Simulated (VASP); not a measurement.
# Ta2Si (I4/mcm) in VASP: further runs

The runs below take Ta2Si through single point, with PBEsol.

Everything below comes from runs of VASP 6.6.1. Logs are shortened: lines on timing, memory, paths and dates and some standing lists are left out, and cuts for length are marked.

## Step 1: The cell of the first run

Symmetry: I4/mcm, No. 140, tetragonal system. The conventional cell has a = 6.253 Å, b = 6.253 Å, c = 5.145 Å, α = 90.00°, β = 90.00°, γ = 90.00°. Within 3.5 Å of Ta (site symmetry m2m) lie 4 Si at 2.67 Å and 11 Ta at 2.90 to 3.31 Å. Within 3.4 Å of Si (site symmetry 422) lie 2 Si at 2.57 Å and 8 Ta at 2.67 Å.

## Step 2: Single point, PBEsol (volume scaled by 1.06, then relaxed in part)

The input, INCAR:

```
PREC = Accurate
ENCUT = 520
EDIFF = 1E-7
ISMEAR = 0
SIGMA = 0.1
LREAL = False
LASPH = True
NELM = 80
ALGO = Fast
ISIF = 2
LWAVE = False
LCHARG = True
GGA = PS
LELF = True
LVHAR = True
NBANDS = 35
```

The input, KPOINTS:

```
regular mesh
0
Gamma
  10 10 10
```

The input, POSCAR:

```
Ta2Si
1.0
   -3.1266339515      3.1266339515      2.5724819774
    3.1266339515     -3.1266339515      2.5724819774
    3.1266339515      3.1266339515     -2.5724819774
Ta Si
4 2
Direct
    0.6637694194      0.8362305806      0.5000000000
    0.8362305806      0.3362305806      0.1724611611
    0.3362305806      0.1637694194      0.5000000000
    0.1637694194      0.6637694194      0.8275388389
    0.2500000000      0.2500000000      0.0000000000
    0.7500000000      0.7500000000      0.0000000000
```

Potentials or basis: VASP PAW PBE potentials, release 64 (Ta_pv, Si).

Started as:

```sh
$ cat potpaw_PBE.64/Ta_pv/POTCAR potpaw_PBE.64/Si/POTCAR > POTCAR
$ mpirun -np 1 vasp_std > vasp.out
```

OUTCAR:

```text
PREC = Accurate
   ENCUT = 520
   EDIFF = 1E-7
   ISMEAR = 0
   LREAL = False
   LASPH = True
   NELM = 80
   ISIF = 2
   GGA = PS

 ion  position               nearest neighbor table
   1  0.664  0.836  0.500-   5 2.67   6 2.67   6 2.67   5 2.67   3 2.90   3 2.99   3 2.99   4 3.29
                             2 3.29   4 3.29   2 3.29   4 3.31   2 3.31   2 3.31   4 3.31
   2  0.836  0.336  0.172-   5 2.67   6 2.67   6 2.67   5 2.67   4 2.90   4 2.99   4 2.99   3 3.29
                             1 3.29   1 3.29   3 3.29   3 3.31   1 3.31   1 3.31   3 3.31
   3  0.336  0.164  0.500-   6 2.67   5 2.67   5 2.67   6 2.67   1 2.90   1 2.99   1 2.99   4 3.29
                             2 3.29   4 3.29   2 3.29   4 3.31   2 3.31   4 3.31   2 3.31
   4  0.164  0.664  0.828-   5 2.67   6 2.67   6 2.67   5 2.67   2 2.90   2 2.99   2 2.99   1 3.29
                             3 3.29   3 3.29   1 3.29   1 3.31   3 3.31   3 3.31   1 3.31
   5  0.250  0.250  0.000-   6 2.57   6 2.57   2 2.67   4 2.67   4 2.67   2 2.67   3 2.67   1 2.67
                             1 2.67   3 2.67
   6  0.750  0.750  0.000-   5 2.57   5 2.57   2 2.67   4 2.67   4 2.67   2 2.67   1 2.67   3 2.67
                             1 2.67   3 2.67

  LATTYP: Found a body centered tetragonal cell.
 ALAT       =     6.2532679030
 C/A-ratio  =     0.8227640387

  Lattice vectors:

 A1 = (  -3.1266339515,   3.1266339515,   2.5724819774)
 A2 = (   3.1266339515,  -3.1266339515,   2.5724819774)
 A3 = (   3.1266339515,   3.1266339515,  -2.5724819774)

Analysis of symmetry for initial positions (statically):
=====================================================================
 Subroutine PRICEL returns:
 Original cell was already a primitive cell.

 Routine SETGRP: Setting up the symmetry group for a
 body centered tetragonal supercell.

 Subroutine GETGRP returns: Found 16 space group operations
 (whereof  8 operations were pure point group operations)
 out of a pool of 16 trial point group operations.

The static configuration has the point symmetry C_4h.
 The point group associated with its full space group is D_4h.

Analysis of symmetry for dynamics (positions and initial velocities):
=====================================================================
 Subroutine PRICEL returns:
 Original cell was already a primitive cell.

 Routine SETGRP: Setting up the symmetry group for a
 body centered tetragonal supercell.

 Subroutine GETGRP returns: Found 16 space group operations
 (whereof  8 operations were pure point group operations)
 out of a pool of 16 trial point group operations.

The dynamic configuration has the point symmetry C_4h.
 The point group associated with its full space group is D_4h.

 Subroutine INISYM returns: Found 16 space group operations
 (whereof  8 operations are pure point group operations),
 and found     1 'primitive' translations

----------------------------------------------------------------------------------------

                                     Primitive cell

  volume of cell :     100.5927

  direct lattice vectors                    reciprocal lattice vectors
    -3.126633952  3.126633952  2.572481977     0.000000000  0.159916385  0.194364821
     3.126633952 -3.126633952  2.572481977     0.159916385  0.000000000  0.194364821
     3.126633952  3.126633952 -2.572481977     0.159916385  0.159916385  0.000000000

  length of vectors
     5.115598035  5.115598035  5.115598035     0.251696115  0.251696115  0.226155921

  position of ions in fractional coordinates (direct lattice)
     0.663769419  0.836230581  0.500000000
     0.836230581  0.336230581  0.172461161
     0.336230581  0.163769419  0.500000000
     0.163769419  0.663769419  0.827538839
     0.250000000  0.250000000  0.000000000
     0.750000000  0.750000000  0.000000000

  ion indices of the primitive-cell ions
   primitive index   ion index
                 1           1
                 2           2
                 3           3
                 4           4
                 5           5
                 6           6

----------------------------------------------------------------------------------------

 KPOINTS: regular mesh

Automatic generation of k-mesh.
 Grid dimensions read from file:
 generate k-points for:   10   10   10

 Generating k-lattice:

  Cartesian coordinates                     Fractional coordinates (reciprocal lattice)
     0.000000000  0.015991639  0.019436482     0.100000000  0.000000000 -0.000000000
     0.015991639  0.000000000  0.019436482     0.000000000  0.100000000 -0.000000000
     0.015991639  0.015991639  0.000000000     0.000000000  0.000000000  0.100000000

  Length of vectors
     0.025169611  0.025169611  0.022615592

  Shift w.r.t. Gamma in fractional coordinates (k-lattice)
     0.000000000  0.000000000  0.000000000

 Subroutine IBZKPT returns following result:
 ===========================================

 Found    102 irreducible k-points:

 Following reciprocal coordinates:
            Coordinates               Weight
  0.000000  0.000000  0.000000      1.000000
  0.100000  0.000000 -0.000000      8.000000
  0.200000  0.000000 -0.000000      8.000000
  0.300000 -0.000000  0.000000      8.000000
  0.400000  0.000000 -0.000000      8.000000
  0.500000  0.000000 -0.000000      4.000000
[... 16 lines left out ...]
  0.300000  0.300000  0.000000      8.000000
  0.400000  0.300000 -0.000000     16.000000
 [... further k-points ...]
   k-points           NKPTS =    102   k-points in BZ     NKDIM =    102   number of bands    NBANDS=     35
   number of dos      NEDOS =    301   number of ions     NIONS =      6
   total plane-waves  NPLWV =  64000
   dimension x,y,z NGX =    40 NGY =   40 NGZ =   40
   dimension x,y,z NGXF=    80 NGYF=   80 NGZF=   80
   ions per type =               4   2
   NGX,Y,Z   is equivalent  to a cutoff of  13.00, 13.00, 13.00 a.u.
   NGXF,Y,Z  is equivalent  to a cutoff of  26.00, 26.00, 26.00 a.u.
 SYSTEM =  unknown system
   PREC   = accura    normal or accurate (medium, high low for compatibility)
   ISTART =      0    job   : 0-new  1-cont  2-samecut
   ICHARG =      2    charge: 1-file 2-atom 10-const
   ISPIN  =      1    spin polarized calculation?
   LNONCOLLINEAR =      F non collinear calculations
   LSORBIT =      F    spin-orbit coupling
   LASPH  =      T    aspherical Exc in radial PAW
   ENCUT  =  520.0 eV  38.22 Ry    6.18 a.u.   9.51  9.51  9.51*2*pi/ulx,y,z
   NELM   =     80;   NELMIN=  2; NELMDL= -5     # of ELM steps
   EDIFF  = 0.1E-06   stopping-criterion for ELM
   LREAL  =      F    real-space projection
   EDIFFG = 0.1E-05   stopping-criterion for IOM
   NSW    =      0    number of steps for IOM
   IBRION =     -1    ionic relax: 0-MD 1-quasi-New 2-CG
   NFREE  =      0    steps in history (QN), initial steepest desc. (CG)
   ISIF   =      2    stress and relaxation
   ISYM   =      2    0-nonsym 1-usesym 2-fastsym
   POTIM  = 0.5000    time-step for ionic-motion
   TEBEG  =    0.0;   TEEND  =   0.0 temperature during run
   PSTRESS=    0.0 pullay stress
   NELECT =      52.0000    total number of electrons
   NUPDOWN=      -1.0000    fix difference up-down
   EMIN   =  10.00;   EMAX   =-10.00  energy-range for DOS
   EFERMI =   0.00;   METHOD = LEGACY
   ISMEAR =     0;   SIGMA  =   0.10  broadening in eV -4-tet -1-fermi 0-gaus
   EFERMI_NEDOS =   21; number of points for ismear=-14 and -15
   IALGO  =     68    algorithm
   IMIX   =      4    mixing-type and parameters
     AMIX     =   0.40;   BMIX     =  1.00
     AMIX_MAG =   1.60;   BMIX_MAG =  1.00
  volume/ion in A,a.u.               =      16.77       113.14
  Fermi-wavevector in a.u.,A,eV,Ry     =   1.313874  2.482862 23.487269  1.726266
  Thomas-Fermi vector in A             =   2.444167
   LORBIT       =      0    0 simple, 1 ext, 2 COOP (PROOUT), +10 PAW based schemes
   GGA     = PS    functional components
   LHFCALC =     F    Hartree Fock is set to
   AEXX    =    0.0000 exact exchange contribution
   IVDW    =     0    specifies the selected vdW correction
   LEPSILON=     F    determine dielectric tensor
   LRPA    =     F    only Hartree local field effects (RPA)
 non-spin polarized calculation
 RMM-DIIS sequential band-by-band and
 Gauss-broadening in eV      SIGMA  =   0.10
  energy-cutoff  :      520.00
  volume of cell :      100.59
 maximum number of plane-waves:      2735
 NGX is ok and might be reduce to    40
   NGX = 19   NGY = 19   NGZ = 19

 number of electron      52.0000001 magnetization

 Free energy of the ion-electron system (eV)
  ---------------------------------------------------
  ext. energy  EPLUGINS =         0.00000000
  ---------------------------------------------------
  free energy    TOTEN  =       -65.10678291 eV

  energy without entropy =      -65.08942433  energy(sigma->0) =      -65.09810362

 E-fermi :   6.9978     XC(G=0): -12.3138

 val. band max:        6.9940083178   @ k =  -0.1000  -0.4000   0.1000
 cond. band min:       7.0054388604   @ k =   0.3000   0.1000   0.0000
 fundamental gap:      0.0114305426
 Fermi energy:         6.9978244962

 k-point     1 :       0.0000    0.0000    0.0000
  band No.  band energies     occupation
      1     -27.5941      2.00000
      2     -27.5941      2.00000
      3     -27.5618      2.00000
      4     -27.5349      2.00000
      5     -27.5349      2.00000
      6     -27.5180      2.00000
[... 27 lines left out ...]
     34      11.0655      0.00000
     35      12.0526      0.00000

 k-point     2 :       0.1000    0.0000   -0.0000
  band No.  band energies     occupation
      1     -27.6107      2.00000
      2     -27.6098      2.00000
      3     -27.5680      2.00000
      4     -27.5202      2.00000
      5     -27.5155      2.00000
      6     -27.5138      2.00000
[... 27 lines left out ...]
     34      10.8464      0.00000
     35      11.9973      0.00000

 k-point     3 :       0.2000    0.0000   -0.0000
  band No.  band energies     occupation
      1     -27.6366      2.00000
      2     -27.6318      2.00000
      3     -27.5821      2.00000
      4     -27.5209      2.00000
      5     -27.4863      2.00000
      6     -27.4791      2.00000
[... 27 lines left out ...]
     34      10.9702      0.00000
     35      11.6195      0.00000

 k-point     4 :       0.3000   -0.0000    0.0000
  band No.  band energies     occupation
      1     -27.6578      2.00000
      2     -27.6516      2.00000
      3     -27.5780      2.00000
      4     -27.5198      2.00000
      5     -27.4893      2.00000
      6     -27.4411      2.00000
[... 27 lines left out ...]
     34      10.7744      0.00000
     35      11.1833      0.00000

 k-point     5 :       0.4000    0.0000   -0.0000
  band No.  band energies     occupation
      1     -27.6704      2.00000
      2     -27.6665      2.00000
      3     -27.5506      2.00000
      4     -27.5087      2.00000
      5     -27.5045      2.00000
      6     -27.4262      2.00000
[... 638 lines left out ...]
 k-point    22 :      -0.2000    0.2000    0.0000
  band No.  band energies     occupation
      1     -27.6194      2.00000
      2     -27.5930      2.00000
      3     -27.5633      2.00000
      4     -27.5355      2.00000
      5     -27.5306      2.00000
      6     -27.4985      2.00000
[... 27 lines left out ...]
     34      11.1876      0.00000
     35      11.5475      0.00000

 k-point    23 :       0.3000    0.3000    0.0000
  band No.  band energies     occupation
      1     -27.6708      2.00000
      2     -27.6185      2.00000
      3     -27.5738      2.00000
      4     -27.5324      2.00000
      5     -27.5010      2.00000
      6     -27.4517      2.00000
[... 27 lines left out ...]
     34      10.3245      0.00000
     35      11.3164      0.00000

 k-point    24 :       0.4000    0.3000   -0.0000
  band No.  band energies     occupation
      1     -27.6561      2.00000
      2     -27.6130      2.00000
      3     -27.5887      2.00000
      4     -27.5294      2.00000
      5     -27.4904      2.00000
      6     -27.4559      2.00000
[... 27 lines left out ...]
     34      10.4802      0.00000
     35      11.1448      0.00000

 [... further k-points ...]

------------------------ aborting loop because EDIFF is reached ----------------------------------------

  FORCE on cell =-STRESS in cart. coord.  units (eV):
  Direction    XX          YY          ZZ          XY          YZ          ZX
  --------------------------------------------------------------------------------------
  -------------------------------------------------------------------------------------
  Total       -7.2817520     -7.2817520     -7.2761585      0.0000000     -0.0000000      0.0000000
  in kB     -115.9791849   -115.9791849   -115.8900961      0.0000000     -0.0000000      0.0000000
  external PRESSURE =    -115.9494886 kB  Pullay stress =       0.0000000 kB

 VOLUME and BASIS-vectors are now :
 -----------------------------------------------------------------------------
  energy-cutoff  :      520.00
  volume of cell :      100.59
      direct lattice vectors                 reciprocal lattice vectors
    -3.126633952  3.126633952  2.572481977     0.000000000  0.159916385  0.194364821
     3.126633952 -3.126633952  2.572481977     0.159916385  0.000000000  0.194364821
     3.126633952  3.126633952 -2.572481977     0.159916385  0.159916385  0.000000000

 POSITION                                       TOTAL-FORCE (eV/Angst)
 -----------------------------------------------------------------------------------
      2.10254      1.02409      2.57248         0.004398     -0.004398     -0.000000
     -1.02409      2.10254      2.57248         0.004398      0.004398      0.000000
      1.02409      2.10254      0.00000        -0.004398      0.004398     -0.000000
      4.15073      1.02409     -0.00000        -0.004398     -0.004398     -0.000000
      0.00000      0.00000      1.28624        -0.000000      0.000000     -0.000000
      0.00000      0.00000      3.85872         0.000000      0.000000     -0.000000
 -----------------------------------------------------------------------------------
    total drift:                                0.000000      0.000000     -0.000000

  FREE ENERGIE OF THE ION-ELECTRON SYSTEM (eV)
  ---------------------------------------------------
  free  energy   TOTEN  =       -65.1067829149 eV

  energy  without entropy=      -65.0894243347  energy(sigma->0) =      -65.09810362
```

Wall time 14 min (1 thread of AMD EPYC 7R13 (Zen 3), shared host); peak memory 0.4 GiB.

Results:

| Property | Result |
| --- | --- |
| Free energy | -65.1068 eV |
| Pressure | -11.6 GPa |
| Largest force | 0.006 eV/Å |
| Band gap on the k mesh | zero (band 26 reaches 7.33 eV, above the bottom of band 27 at 6.66 eV) |

Forces in eV/Å, atoms in the order of the input:
```
Ta   0.004 -0.004  0.000
Ta   0.004  0.004  0.000
Ta  -0.004  0.004  0.000
Ta  -0.004 -0.004  0.000
Si   0.000  0.000  0.000
Si   0.000  0.000  0.000
```

Levels at points of the mesh, in eV from the Fermi level:
```tsv
k point	band 24	band 25	band 26	band 27	band 28	band 29
(0.00, 0.00, 0.00)	-1.95	0.17	0.19	0.87	1.28	1.28
(0.50, 0.00, 0.00)	-1.85	-1.06	-1.06	0.67	0.67	1.78
(0.50, 0.50, 0.00)	-1.41	-0.17	0.04	0.07	0.63	1.24
(0.50, 0.50, 0.50)	-0.97	-0.93	-0.93	-0.18	0.27	0.71
```

Caveat: the cell differs from its parent crystal (volume scaled by 1.06, then relaxed in part); the PAW data sets were made with another functional, which shifts forces and pressure a little; spin-orbit coupling is left out, which moves the levels of the heavy elements.

## Step 3: Single point, PBEsol

This run uses another cell than the first one, of 16.04 Å³/atom, 0.957 times its volume.

The input, INCAR:

```
PREC = Accurate
ENCUT = 520
EDIFF = 1E-7
ISMEAR = 0
SIGMA = 0.1
LREAL = F
LASPH = T
NELM = 100
ALGO = Fast
ISIF = 2
LWAVE = F
LCHARG = F
GGA = PS
NBANDS = 35
```

The input, KPOINTS:

```
Automatic mesh
0
Gamma
  6 6 6
```

The input, POSCAR:

```
Ta2Si
1.0
   -3.0877629443      3.0877629443      2.5236412193
    3.0877629443     -3.0877629443      2.5236412193
    3.0877629443      3.0877629443     -2.5236412193
Ta Si
4 2
Direct
    0.6635932100      0.8364067900      0.5000000000
    0.8364067900      0.3364067900      0.1728135800
    0.3364067900      0.1635932100      0.5000000000
    0.1635932100      0.6635932100      0.8271864200
    0.2500000000      0.2500000000      0.0000000000
    0.7500000000      0.7500000000      0.0000000000
```

Potentials or basis: VASP PAW PBE potentials, release 64 (Ta_pv, Si).

Started as:

```sh
$ cat potpaw_PBE.64/Ta_pv/POTCAR potpaw_PBE.64/Si/POTCAR > POTCAR
$ mpirun -np 1 vasp_std > vasp.out
```

It took 60 s on 1 thread of Intel Xeon 6975P-C (Granite Rapids), shared host; peak memory 0.28 GiB.

The run converged. Its results:

| Property | Result |
| --- | --- |
| Free energy | -65.3071 eV |
| Pressure | -2.8 GPa |
| Largest force | 0.085 eV/Å |
| Band gap on the k mesh | zero (band 26 reaches 7.76 eV, above the bottom of band 27 at 7.16 eV) |

Forces on the atoms (eV/Å):
```
Ta   0.060 -0.060  0.000
Ta   0.060  0.060  0.000
Ta  -0.060  0.060  0.000
Ta  -0.060 -0.060  0.000
Si   0.000  0.000  0.000
Si   0.000  0.000  0.000
```

Stress tensor (GPa, compression positive):
```
-3.35  0.00  0.00
 0.00 -3.35  0.00
 0.00  0.00 -1.74
```

Levels at points of the mesh, in eV from the Fermi level:
```csv
k point,band 22,band 23,band 24,band 25,band 26,band 27,band 28,band 29,band 30,band 31
"(0.00, 0.00, 0.00)",-2.47,-2.41,-1.97,0.20,0.28,0.98,1.35,1.35,1.59,1.59
"(0.50, 0.00, 0.00)",-1.97,-1.91,-1.91,-1.01,-1.01,0.73,0.73,1.91,1.91,2.81
"(0.50, 0.50, 0.00)",-2.09,-1.88,-1.42,-0.14,0.05,0.13,0.67,1.38,1.84,3.21
"(0.50, 0.50, 0.50)",-1.38,-1.00,-0.98,-0.98,-0.95,-0.21,0.27,0.76,0.76,2.74
```

Caveat: the PAW data sets were made with another functional, which shifts forces and pressure a little; spin-orbit coupling is left out, which moves the levels of the heavy elements.
